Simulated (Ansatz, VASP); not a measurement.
**Two plane-wave programs on InSe**

```
CELL_PARAMETERS angstrom
1.95264 1.10312 8.30090
-2.04736 1.12312 8.32090
-0.03004 -2.35098 8.32822
ATOMIC_POSITIONS crystal
In 0.00000 0.00000 0.00000
In 0.11220 0.11220 0.11220
Se 0.61550 0.61550 0.61550
Se 0.83000 0.83000 0.83000
```

Change from the starting cell: equal xy, yz and zx shear strains of -1 %, PAW files.

Alike in both runs: task electric field gradients; functional PBE; k mesh 7 × 7 × 7; occupations fermi-dirac, width 0.01 eV; no spin polarisation.

|  | VASP | Ansatz |
| --- | --- | --- |
| version | VASP 6.6.1 | Ansatz 0.2.0 |
| potentials or method | VASP PAW PBE potentials, release 64 (In_d, Se) | PAW with Ansatz's default frozen-core files, scalar-relativistic |
| plane-wave cutoff (eV) | 520 | 420 |
| valence electrons in the cell | 38 | 58 |

|  | VASP | Ansatz | Ansatz less VASP |
| --- | --- | --- | --- |
| gap on the k mesh at the Fermi level (eV) | 0.73 | 0.74 | +0.010 |
| pressure (GPa) | 3.0 | 2.9 | -0.05 |
| traceless stress, the component that is largest in VASP (GPa) | -0.47 | -0.47 | +0.003 |
| rms of the force components (eV/Å) | 0.136 | 0.129 | -0.0079 |
| size of Vzz on the site where it differs most (V/Å²) | 104.7 | 106.9 | +2.15 |

Atom by atom the forces differ by 0.009 eV/Å (rms over components). VASP's potentials hold 38 valence electrons a cell and Ansatz's 58, so a difference there can come from the potentials and not from the codes.
